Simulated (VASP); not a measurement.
The system is AlN.

```
Al N
1.0
     0.00000    2.25042    2.11054
     2.25042    0.00000    2.11054
     2.25042    2.25042    0.00000
Al N
1 1
Direct
  0.00000 0.00000 0.00000
  0.25000 0.25000 0.25000
```

This cell differs from its parent crystal: epitaxial xy strain +3.0%.

Base run:

```yaml
Program: VASP 6.6.1
Functional: r2SCAN
Potentials_or_basis: VASP PAW PBE potentials, release 64 (Al, N)
Cutoff: 520 eV
k_mesh: 10 × 10 × 10
Occupations: gaussian, width 0.01 eV
Spin: no spin polarisation
```

Its results: band gap on the k mesh 3.59 eV (least direct gap 4.47 eV); pressure -5.6 GPa.

**Question.** The run is repeated on the same cell with these changes: functional from r2SCAN to PBE; occupations from gaussian, width 0.01 eV to fermi-dirac, width 0.02 eV. What comes out?

**Answer.** Band gap on the k mesh 2.99 eV (least direct gap 3.79 eV); pressure -0.9 GPa.

Caveats: the cell stands under tension (at least some runs); the PAW data sets were made with another functional, which shifts forces and pressure a little (at least some runs).

A k mesh can miss the band edges.
